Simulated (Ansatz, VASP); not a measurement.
# One calculation of Ta, two programs

INCAR

```
ALGO = Normal
EDIFF = 1E-6
ENCUT = 520
GGA = CA
ISIF = 2
ISMEAR = -1
LASPH = True
LCHARG = True
LELF = True
LREAL = False
LVHAR = True
LWAVE = False
NBANDS = 18
NELM = 100
PREC = Accurate
SIGMA = 0.08
```

File KPOINTS:

```
k-points
0
Gamma
  13 13 13
```

Contents of POSCAR:

```
Ta
1.0
    0.0000000000      2.6953096699      2.6953096699
    2.6953096699      0.0000000000      2.6953096699
    2.6953096699      2.6953096699      0.0000000000
Ta
2
Direct
   -0.1250000000     -0.1250000000     -0.1250000000
    0.1250000000      0.1250000000      0.1250000000
```

Input for Ansatz:

```yaml
crystal:
  lattice:
    - [0.0, 2.6953096699, 2.6953096699]
    - [2.6953096699, 0.0, 2.6953096699]
    - [2.6953096699, 2.6953096699, 0.0]
  atoms:
    - { symbol: Ta, position: [-0.125, -0.125, -0.125] }
    - { symbol: Ta, position: [0.125, 0.125, 0.125] }
kpoints:
  mp_grid: { grid: [13, 13, 13] }
scf:
  occupations: { method: fermi_dirac, width: 0.08 }
hamiltonian:
  xc: lda
  pseudopotentials: { kind: all_electron, lapw: { basis_error: 0.001 } }
output:
  forces: true
  stress: true
  eigenvalues: true
  populations: true
```

Change from the starting cell: volume scaled by 0.75, LAPW.

Alike in both runs: task single point; functional LDA; k mesh 13 × 13 × 13; occupations fermi-dirac, width 0.08 eV; no spin polarisation.

```csv
,VASP,Ansatz
version,VASP 6.6.1,Ansatz 0.2.0
potentials or method,"VASP PAW LDA potentials, release 64 (Ta_pv), cutoff 520 eV","all-electron LAPW, scalar-relativistic"
```

```csv
,VASP,Ansatz,Ansatz less VASP
pressure (GPa),39.9,37.9,-2.01
```

LDA's correlation is that of Perdew and Zunger in VASP and of Perdew and Wang (1992) in Ansatz. Both programs put the cell under a high pressure, so it lies far from rest at this level. Ansatz ran all-electron here, and VASP with PAW potentials.

Neither program's run includes spin-orbit coupling.
